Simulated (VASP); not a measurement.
# BeHF3 (Pm-3m) in VASP: further runs

BeHF3 is run at these levels: PBE; tasks: single point, relaxation of cell and atoms.

All numbers are computed with VASP 6.6.1; they aren't measurements. Logs are shortened: lines on timing, memory, paths and dates and some standing lists are left out, and cuts for length are marked.

## (1) The cell of the first run

The structure is cubic, space group Pm-3m (No. 221). The conventional cell has a = 3.449 Å, b = 3.449 Å, c = 3.449 Å, α = 90.00°, β = 90.00°, γ = 90.00°. Within 2.3 Å of Be (site symmetry m-3m) lie 6 F at 1.72 Å. H (site symmetry m-3m) has 12 F at 2.44 Å and 8 Be at 2.99 Å within 3.2 Å. Within 2.3 Å of F (site symmetry 4/mmm) lie 2 Be at 1.72 Å.

The cell was built from a structure type or drawn by symmetry, and may not be a known phase.

## (2) Single point, PBE

File INCAR:

```
SYSTEM = BeHF3
ALGO = Normal
EDIFF = 1E-7
ENCUT = 520
GGA = PE
ISIF = 2
ISMEAR = 0
LASPH = .True.
LCHARG = .True.
LELF = .True.
LREAL = .False.
LVHAR = .True.
LWAVE = .False.
NBANDS = 20
NELM = 80
PREC = Accurate
SIGMA = 0.1
```

File KPOINTS:

```
k-points
0
Gamma
  4 4 4
  0 0 0
```

File POSCAR:

```
BeHF3
1.0
    3.4488399606      0.0000000000      0.0000000000
    0.0000000000      3.4488399606      0.0000000000
    0.0000000000      0.0000000000      3.4488399606
Be H F
1 1 3
Direct
    0.5000000000      0.5000000000      0.5000000000
    0.0000000000      0.0000000000      0.0000000000
    0.0000000000      0.5000000000      0.5000000000
    0.5000000000      0.0000000000      0.5000000000
    0.5000000000      0.5000000000      0.0000000000
```

Potentials or basis: VASP PAW PBE potentials, release 64 (Be, H, F).

Command:

```bash
$ cat potpaw_PBE.64/Be/POTCAR potpaw_PBE.64/H/POTCAR potpaw_PBE.64/F/POTCAR > POTCAR
$ mpirun -np 1 vasp_std > vasp.out
```

OUTCAR:

```text
SYSTEM = BeHF3
   EDIFF = 1E-7
   ENCUT = 520
   GGA = PE
   ISIF = 2
   ISMEAR = 0
   LASPH = .True.
   LREAL = .False.
   NELM = 80
   PREC = Accurate

 ion  position               nearest neighbor table
   1  0.500  0.500  0.500-   3 1.72   4 1.72   5 1.72   5 1.72   4 1.72   3 1.72
   2  0.000  0.000  0.000-
   3  0.000  0.500  0.500-   1 1.72   1 1.72
   4  0.500  0.000  0.500-   1 1.72   1 1.72
   5  0.500  0.500  0.000-   1 1.72   1 1.72

  LATTYP: Found a simple cubic cell.
 ALAT       =     3.4488399606

  Lattice vectors:

 A1 = (   3.4488399606,   0.0000000000,   0.0000000000)
 A2 = (   0.0000000000,   3.4488399606,   0.0000000000)
 A3 = (   0.0000000000,   0.0000000000,   3.4488399606)

Analysis of symmetry for initial positions (statically):
=====================================================================
 Subroutine PRICEL returns:
 Original cell was already a primitive cell.

 Routine SETGRP: Setting up the symmetry group for a
 simple cubic supercell.

 Subroutine GETGRP returns: Found 48 space group operations
 (whereof 48 operations were pure point group operations)
 out of a pool of 48 trial point group operations.

The static configuration has the point symmetry O_h .

Analysis of symmetry for dynamics (positions and initial velocities):
=====================================================================
 Subroutine PRICEL returns:
 Original cell was already a primitive cell.

 Routine SETGRP: Setting up the symmetry group for a
 simple cubic supercell.

 Subroutine GETGRP returns: Found 48 space group operations
 (whereof 48 operations were pure point group operations)
 out of a pool of 48 trial point group operations.

The dynamic configuration has the point symmetry O_h .

 Subroutine INISYM returns: Found 48 space group operations
 (whereof 48 operations are pure point group operations),
 and found     1 'primitive' translations

----------------------------------------------------------------------------------------

                                     Primitive cell

  volume of cell :      41.0222

  direct lattice vectors                    reciprocal lattice vectors
     3.448839961  0.000000000  0.000000000     0.289952567  0.000000000  0.000000000
     0.000000000  3.448839961  0.000000000     0.000000000  0.289952567  0.000000000
     0.000000000  0.000000000  3.448839961     0.000000000  0.000000000  0.289952567

  length of vectors
     3.448839961  3.448839961  3.448839961     0.289952567  0.289952567  0.289952567

  position of ions in fractional coordinates (direct lattice)
     0.500000000  0.500000000  0.500000000
     0.000000000  0.000000000  0.000000000
     0.000000000  0.500000000  0.500000000
     0.500000000  0.000000000  0.500000000
     0.500000000  0.500000000  0.000000000

  ion indices of the primitive-cell ions
   primitive index   ion index
                 1           1
                 2           2
                 3           3
                 4           4
                 5           5

----------------------------------------------------------------------------------------

 KPOINTS: k-points

Automatic generation of k-mesh.
 Grid dimensions read from file:
 generate k-points for:    4    4    4

 Generating k-lattice:

  Cartesian coordinates                     Fractional coordinates (reciprocal lattice)
     0.072488142  0.000000000  0.000000000     0.250000000  0.000000000  0.000000000
     0.000000000  0.072488142  0.000000000     0.000000000  0.250000000  0.000000000
     0.000000000  0.000000000  0.072488142     0.000000000  0.000000000  0.250000000

  Length of vectors
     0.072488142  0.072488142  0.072488142

  Shift w.r.t. Gamma in fractional coordinates (k-lattice)
     0.000000000  0.000000000  0.000000000

 Subroutine IBZKPT returns following result:
 ===========================================

 Found     10 irreducible k-points:

 Following reciprocal coordinates:
            Coordinates               Weight
  0.000000  0.000000  0.000000      1.000000
  0.250000  0.000000  0.000000      6.000000
  0.500000  0.000000  0.000000      3.000000
  0.250000  0.250000  0.000000     12.000000
  0.500000  0.250000  0.000000     12.000000
  0.500000  0.500000  0.000000      3.000000
  0.250000  0.250000  0.250000      8.000000
  0.500000  0.250000  0.250000     12.000000
  0.500000  0.500000  0.250000      6.000000
  0.500000  0.500000  0.500000      1.000000
   k-points           NKPTS =     10   k-points in BZ     NKDIM =     10   number of bands    NBANDS=     20
   number of dos      NEDOS =    301   number of ions     NIONS =      5
   total plane-waves  NPLWV =  21952
   dimension x,y,z NGX =    28 NGY =   28 NGZ =   28
   dimension x,y,z NGXF=    56 NGYF=   56 NGZF=   56
   ions per type =               1   1   3
   NGX,Y,Z   is equivalent  to a cutoff of  13.50, 13.50, 13.50 a.u.
   NGXF,Y,Z  is equivalent  to a cutoff of  26.99, 26.99, 26.99 a.u.
 SYSTEM =  BeHF3
   PREC   = accura    normal or accurate (medium, high low for compatibility)
   ISTART =      0    job   : 0-new  1-cont  2-samecut
   ICHARG =      2    charge: 1-file 2-atom 10-const
   ISPIN  =      1    spin polarized calculation?
   LNONCOLLINEAR =      F non collinear calculations
   LSORBIT =      F    spin-orbit coupling
   LASPH  =      T    aspherical Exc in radial PAW
   ENCUT  =  520.0 eV  38.22 Ry    6.18 a.u.   6.41  6.41  6.41*2*pi/ulx,y,z
   NELM   =     80;   NELMIN=  2; NELMDL= -5     # of ELM steps
   EDIFF  = 0.1E-06   stopping-criterion for ELM
   LREAL  =      F    real-space projection
   EDIFFG = 0.1E-05   stopping-criterion for IOM
   NSW    =      0    number of steps for IOM
   IBRION =     -1    ionic relax: 0-MD 1-quasi-New 2-CG
   NFREE  =      0    steps in history (QN), initial steepest desc. (CG)
   ISIF   =      2    stress and relaxation
   ISYM   =      2    0-nonsym 1-usesym 2-fastsym
   POTIM  = 0.5000    time-step for ionic-motion
   TEBEG  =    0.0;   TEEND  =   0.0 temperature during run
   PSTRESS=    0.0 pullay stress
   NELECT =      24.0000    total number of electrons
   NUPDOWN=      -1.0000    fix difference up-down
   EMIN   =  10.00;   EMAX   =-10.00  energy-range for DOS
   EFERMI =   0.00;   METHOD = LEGACY
   ISMEAR =     0;   SIGMA  =   0.10  broadening in eV -4-tet -1-fermi 0-gaus
   EFERMI_NEDOS =   21; number of points for ismear=-14 and -15
   IALGO  =     38    algorithm
   IMIX   =      4    mixing-type and parameters
     AMIX     =   0.40;   BMIX     =  1.00
     AMIX_MAG =   1.60;   BMIX_MAG =  1.00
  volume/ion in A,a.u.               =       8.20        55.37
  Fermi-wavevector in a.u.,A,eV,Ry     =   1.369217  2.587444 25.507584  1.874755
  Thomas-Fermi vector in A             =   2.495112
   LORBIT       =      0    0 simple, 1 ext, 2 COOP (PROOUT), +10 PAW based schemes
   GGA     = PE    functional components
   LHFCALC =     F    Hartree Fock is set to
   AEXX    =    0.0000 exact exchange contribution
   IVDW    =     0    specifies the selected vdW correction
   LEPSILON=     F    determine dielectric tensor
   LRPA    =     F    only Hartree local field effects (RPA)
 non-spin polarized calculation
 Gauss-broadening in eV      SIGMA  =   0.10
  energy-cutoff  :      520.00
  volume of cell :       41.02
 maximum number of plane-waves:      1141
 NGX is ok and might be reduce to    28
   NGX = 13   NGY = 13   NGZ = 13

 number of electron      23.9999974 magnetization

 Free energy of the ion-electron system (eV)
  ---------------------------------------------------
  ext. energy  EPLUGINS =         0.00000000
  ---------------------------------------------------
  free energy    TOTEN  =       -19.73908614 eV

  energy without entropy =      -19.73232170  energy(sigma->0) =      -19.73570392

 E-fermi :  -0.5481     XC(G=0): -10.0274

 val. band max:       -0.5992914383   @ k =   0.5000   0.5000   0.5000
 cond. band min:       0.1190789417   @ k =   0.5000   0.5000   0.2500
 fundamental gap:      0.7183703799
 Fermi energy:        -0.5480885641

 k-point     1 :       0.0000    0.0000    0.0000
  band No.  band energies     occupation
      1     -22.7637      2.00000
      2     -20.7550      2.00000
      3     -20.7550      2.00000
      4      -5.6601      2.00000
      5      -5.6601      2.00000
      6      -5.6601      2.00000
[... 12 lines left out ...]
     19      16.9242      0.00000
     20      17.4834      0.00000

 k-point     2 :       0.2500    0.0000    0.0000
  band No.  band energies     occupation
      1     -22.5359      2.00000
      2     -21.0681      2.00000
      3     -20.7417      2.00000
      4      -5.4209      2.00000
      5      -5.4209      2.00000
      6      -5.1931      2.00000
[... 12 lines left out ...]
     19      17.7010      0.00000
     20      17.9176      0.00000

 k-point     3 :       0.5000    0.0000    0.0000
  band No.  band energies     occupation
      1     -22.1279      2.00000
      2     -21.5598      2.00000
      3     -20.7280      2.00000
      4      -5.1251      2.00000
      5      -5.1251      2.00000
      6      -4.2004      2.00000
[... 12 lines left out ...]
     19      17.3899      0.00000
     20      17.3899      0.00000

 k-point     4 :       0.2500    0.2500    0.0000
  band No.  band energies     occupation
      1     -22.3287      2.00000
      2     -21.1474      2.00000
      3     -20.9140      2.00000
      4      -5.7096      2.00000
      5      -5.1790      2.00000
      6      -4.2100      2.00000
[... 107 lines left out ...]
 k-point     9 :       0.5000    0.5000    0.2500
  band No.  band energies     occupation
      1     -21.4791      2.00000
      2     -21.4791      2.00000
      3     -21.4498      2.00000
      4      -6.7751      2.00000
      5      -4.7054      2.00000
      6      -3.7585      2.00000
[... 12 lines left out ...]
     19      15.3090      0.00000
     20      17.7800      0.00000

 k-point    10 :       0.5000    0.5000    0.5000
  band No.  band energies     occupation
      1     -21.4546      2.00000
      2     -21.4546      2.00000
      3     -21.4546      2.00000
      4      -7.3044      2.00000
      5      -4.2897      2.00000
      6      -4.2897      2.00000
[... 12 lines left out ...]
     19      15.0546      0.00000
     20      18.2095      0.00000

------------------------ aborting loop because EDIFF is reached ----------------------------------------

  FORCE on cell =-STRESS in cart. coord.  units (eV):
  Direction    XX          YY          ZZ          XY          YZ          ZX
  --------------------------------------------------------------------------------------
  -------------------------------------------------------------------------------------
  Total       -0.0588651     -0.0588651     -0.0588651     -0.0000000      0.0000000      0.0000000
  in kB       -2.2990564     -2.2990564     -2.2990564     -0.0000000      0.0000000      0.0000000
  external PRESSURE =      -2.2990564 kB  Pullay stress =       0.0000000 kB

 VOLUME and BASIS-vectors are now :
 -----------------------------------------------------------------------------
  energy-cutoff  :      520.00
  volume of cell :       41.02
      direct lattice vectors                 reciprocal lattice vectors
     3.448839961  0.000000000  0.000000000     0.289952567  0.000000000  0.000000000
     0.000000000  3.448839961  0.000000000     0.000000000  0.289952567  0.000000000
     0.000000000  0.000000000  3.448839961     0.000000000  0.000000000  0.289952567

 POSITION                                       TOTAL-FORCE (eV/Angst)
 -----------------------------------------------------------------------------------
      1.72442      1.72442      1.72442         0.000000      0.000000      0.000000
      0.00000      0.00000      0.00000         0.000000      0.000000      0.000000
      0.00000      1.72442      1.72442         0.000000      0.000000      0.000000
      1.72442      0.00000      1.72442         0.000000      0.000000      0.000000
      1.72442      1.72442      0.00000         0.000000      0.000000      0.000000
 -----------------------------------------------------------------------------------
    total drift:                                0.000000      0.000000      0.000000

  FREE ENERGIE OF THE ION-ELECTRON SYSTEM (eV)
  ---------------------------------------------------
  free  energy   TOTEN  =       -19.7390861381 eV

  energy  without entropy=      -19.7323217034  energy(sigma->0) =      -19.73570392
```

It took 15 s on 1 thread of Intel Xeon 8259CL, shared host; peak memory 0.15 GiB.

What came out:

```
Free energy            : -19.7391 eV
Pressure               : -0.2 GPa
Band gap on the k mesh : zero (bands 12 and 13 overlap by 0.41 eV)
```

Caveat: the k points lie up to 0.46 Å⁻¹ apart.

[end of part 1 of 2]
